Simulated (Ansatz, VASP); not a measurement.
**AlCo: VASP beside Ansatz**

The input INCAR:

```
SYSTEM = AlCo
ALGO = Fast
EDIFF = 1E-6
ENCUT = 520
GGA = PE
ISIF = 2
ISMEAR = 0
LASPH = .True.
LCHARG = .False.
LREAL = .False.
LWAVE = .False.
NBANDS = 27
NELM = 80
PREC = Accurate
SIGMA = 0.15
```

Contents of KPOINTS:

```
k-points
0
Gamma
  21 21 7
  0 0 0
```

File POSCAR:

```
AlCo
1.0
    0.0000000000     -2.8519024102      0.0000000000
    0.0000000000      0.0000000000     -2.8519024102
    8.2557072306      0.0000000000      0.0000000000
Al Co
3 3
Direct
    1.0000000000      1.0000000000      0.2590673522
    1.0000000000      1.0000000000      0.6045135181
    1.0000000000      1.0000000000      0.9499596841
    0.5000000000      0.5000000000      0.0863442692
    0.5000000000      0.5000000000      0.4317904352
    0.5000000000      0.5000000000      0.7772366011
```

Input for Ansatz:

```yaml
crystal:
  lattice:
    - [0.0, -2.8519024102, 0.0]
    - [0.0, 0.0, -2.8519024102]
    - [8.2557072306, 0.0, 0.0]
  atoms:
    - { symbol: Al, position: [1.0, 1.0, 0.2590673522] }
    - { symbol: Al, position: [1.0, 1.0, 0.6045135181] }
    - { symbol: Al, position: [1.0, 1.0, 0.9499596841] }
    - { symbol: Co, position: [0.5, 0.5, 0.0863442692] }
    - { symbol: Co, position: [0.5, 0.5, 0.4317904352] }
    - { symbol: Co, position: [0.5, 0.5, 0.7772366011] }
basis:
  ecutwfc: 420
kpoints:
  mp_grid: { grid: [21, 21, 7] }
hamiltonian:
  xc: pbe
scf:
  occupations: { method: gaussian, width: 0.15 }
output:
  forces: true
  stress: true
  eigenvalues: true
```

Alike in both runs: task single point; functional PBE; k mesh 21 × 21 × 7; occupations gaussian, width 0.15 eV; no spin polarisation.

|  | VASP | Ansatz |
| --- | --- | --- |
| version | VASP 6.6.1 | Ansatz 0.2.0 |
| potentials or method | VASP PAW PBE potentials, release 64 (Al, Co), cutoff 520 eV | scalar-relativistic, plane waves, PAW |
| valence electrons in the cell | 36 | 60 |

```tsv
	VASP	Ansatz	Ansatz less VASP
gap on the k mesh at the Fermi level (eV)	none	none	-
pressure (GPa)	9.0	9.1	+0.10
traceless stress, the component that is largest in VASP (GPa)	5.43	5.45	+0.022
rms of the force components (eV/Å)	0.826	0.828	+0.0025
```

Atom by atom the forces differ by 0.003 eV/Å (rms over components). A gap of «none» marks a metal or a gap that the smearing closes. With one functional, cell and mesh, what is left measures potentials, basis and numerics. VASP's potentials hold 36 valence electrons a cell and Ansatz's 60, so a difference there can come from the potentials and not from the codes.
